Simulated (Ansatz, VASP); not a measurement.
**AlN in VASP and in Ansatz**

File INCAR:

```
SYSTEM = AlN
PREC = Accurate ; ENCUT = 520
EDIFF = 1E-8 ; ISMEAR = -1
SIGMA = 0.02 ; LREAL = .False.
LASPH = .True. ; NELM = 80
ALGO = Normal ; ISIF = 2
LWAVE = .False. ; LCHARG = .False.
GGA = PS ; LEFG = .True.
NBANDS = 16
```

File KPOINTS:

```
Automatic mesh
0
Gamma
  11 11 6
  0 0 0
```

File POSCAR:

```
AlN
1.0
    3.0798921301      0.0000000000      0.0000000000
   -1.5399460650      2.6672648256      0.0000000000
    0.0000000000      0.0000000000      4.9780000000
Al N
2 2
Direct
    0.3333333333      0.6666666667      0.0000000000
    0.6666666667      0.3333333333      0.5000000000
    0.3333333333      0.6666666667      0.3850000000
    0.6666666667      0.3333333333      0.8850000000
```

Input for Ansatz:

```yaml
crystal:
  lattice:
    - [3.0798921301, 0.0, 0.0]
    - [-1.539946065, 2.6672648256, 0.0]
    - [0.0, 0.0, 4.978]
  atoms:
    - { symbol: Al, position: [0.3333333333, 0.6666666667, 0.0] }
    - { symbol: Al, position: [0.6666666667, 0.3333333333, 0.5] }
    - { symbol: "N", position: [0.3333333333, 0.6666666667, 0.385] }
    - { symbol: "N", position: [0.6666666667, 0.3333333333, 0.885] }
kpoints:
  mp_grid: { grid: [11, 11, 6] }
scf:
  occupations: { method: fermi_dirac, width: 0.02 }
hamiltonian:
  xc: pbesol
  pseudopotentials: { kind: all_electron, datasets: crystal }
output:
  forces: true
  stress: true
  eigenvalues: true
  efg: { contact_densities: true }
```

Change from the starting cell: equal xx and yy strain of -1 %, crystal datasets.

Alike in both runs: task electric field gradients; functional PBEsol; k mesh 11 × 11 × 6; occupations fermi-dirac, width 0.02 eV; no spin polarisation.

|  | VASP | Ansatz |
| --- | --- | --- |
| version | VASP 6.6.1 | Ansatz 0.2.0 |
| potentials or method | VASP PAW PBE potentials, release 64 (Al, N), cutoff 520 eV | all-electron PAW with datasets made for the crystal, scalar-relativistic |

```csv
,VASP,Ansatz,Ansatz less VASP
gap on the k mesh at the Fermi level (eV),4.29,4.29,-0.007
pressure (GPa),5.0,4.9,-0.17
"traceless stress, the component that is largest in VASP (GPa)",-4.44,-4.36,+0.077
rms of the force components (eV/Å),0.174,0.172,-0.0016
size of Vzz on the site where it differs most (V/Å²),11.1,10.6,-0.55
```

VASP's potentials were made for PBE, not for PBEsol. Atom by atom the forces differ by 0.002 eV/Å (rms over components). Ansatz ran all-electron here, and VASP with PAW potentials.
